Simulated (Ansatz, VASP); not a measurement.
# Two plane-wave programs on WC

INCAR

```
SYSTEM = WC
PREC = Accurate
ENCUT = 520
EDIFF = 1E-7
ISMEAR = 0
SIGMA = 0.15
LREAL = .False.
LASPH = .True.
NELM = 100
ALGO = Normal
ISIF = 2
LWAVE = .False.
LCHARG = .False.
GGA = PS
NBANDS = 16
```

File KPOINTS:

```
Automatic mesh
0
Gamma
  20 20 20
  0 0 0
```

POSCAR

```
WC
1.0
    0.0000000000      2.2227245001      2.1338155201
    2.2227245001      0.0000000000      2.1338155201
    2.2227245001      2.2227245001      0.0000000000
W C
1 1
Direct
    0.0000000000      0.0000000000      0.0000000000
    0.5000000000      0.5000000000      0.5000000000
```

Input for Ansatz:

```yaml
crystal:
  lattice:
    - [0.0, 2.2227245001, 2.1338155201]
    - [2.2227245001, 0.0, 2.1338155201]
    - [2.2227245001, 2.2227245001, 0.0]
  atoms:
    - { symbol: W, position: [0.0, 0.0, 0.0] }
    - { symbol: C, position: [0.5, 0.5, 0.5] }
basis:
  ecutwfc: 420
kpoints:
  mp_grid: { grid: [20, 20, 20] }
hamiltonian:
  xc: pbesol
scf:
  occupations: { method: gaussian, width: 0.15 }
output:
  forces: true
  stress: true
  eigenvalues: true
```

Alike in both runs: task single point; functional PBEsol; k mesh 20 × 20 × 20; occupations gaussian, width 0.15 eV; no spin polarisation.

|  | VASP | Ansatz |
| --- | --- | --- |
| version | VASP 6.6.1 | Ansatz 0.2.0 |
| potentials or method | VASP PAW PBE potentials, release 64 (W_sv, C), cutoff 520 eV | scalar-relativistic, plane waves, PAW |
| valence electrons in the cell | 18 | 18 |

Ansatz gave:

- gap on the k mesh at the Fermi level (eV): none
- pressure (GPa): -8.7
- traceless stress, the component that is largest in VASP (GPa): 16.19

Q: What did VASP give for the same quantities?

A: gap on the k mesh at the Fermi level (eV): none; pressure (GPa): -7.7; traceless stress, the component that is largest in VASP (GPa): 16.29.

VASP's potentials were made for PBE, not for PBEsol. A gap of «none» marks a metal or a gap that the smearing closes. With one functional, cell and mesh, what is left measures potentials, basis and numerics.

Neither program's run includes spin-orbit coupling.
